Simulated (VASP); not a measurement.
Here is a VASP 6.6.1 calculation.

File INCAR:

```
  PREC = Accurate
  ENCUT = 600
  EDIFF = 1E-6
  ISMEAR = 0
  SIGMA = 0.1
  LREAL = F
  LASPH = T
  NELM = 60
  ALGO = Normal
  ISIF = 3
  LWAVE = F
  LCHARG = F
  GGA = PE
  IBRION = 2
  NSW = 90
  EDIFFG = -0.04
```

Contents of KPOINTS:

```
regular mesh
0
Gamma
  4 4 4
```

The input POSCAR:

```
ZnS3
1.0
   -2.8184822400      2.8184822400      2.8184822400
    2.8184822400     -2.8184822400      2.8184822400
    2.8184822400      2.8184822400     -2.8184822400
Zn S
1 3
Direct
    0.0000000000      0.0000000000      0.0000000000
    0.0000000000      0.5000000000      0.5000000000
    0.5000000000      0.0000000000      0.5000000000
    0.5000000000      0.5000000000      0.0000000000
```

Potentials or basis: VASP PAW PBE potentials, release 64 (Zn, S).

The run is started by

```console
$ cat potpaw_PBE.64/Zn/POTCAR potpaw_PBE.64/S/POTCAR > POTCAR
$ mpirun -np 1 vasp_std > vasp.out
```

(1) Estimate the relaxed cell.

(2) What does it give for the band gap on the k mesh?

(3) What does it give for the relaxed volume?

(4) What does it give for the space group after relaxing (to 0.1 Å)?

## Answers

(1) a = 4.426 Å, b = 4.426 Å, c = 4.426 Å, α = 109.47°, β = 109.47°, γ = 109.47°.

(2) zero (bands 15 and 16 overlap by 2.52 eV).

(3) 16.68 Å³/atom.

(4) Im-3m (No. 229).

Caveat: the k points lie up to 0.43 Å⁻¹ apart in the final cell, too coarse for converged energies and pressures of a metal; the volume moved by over 15 % at a fixed basis, so the end points are rough.
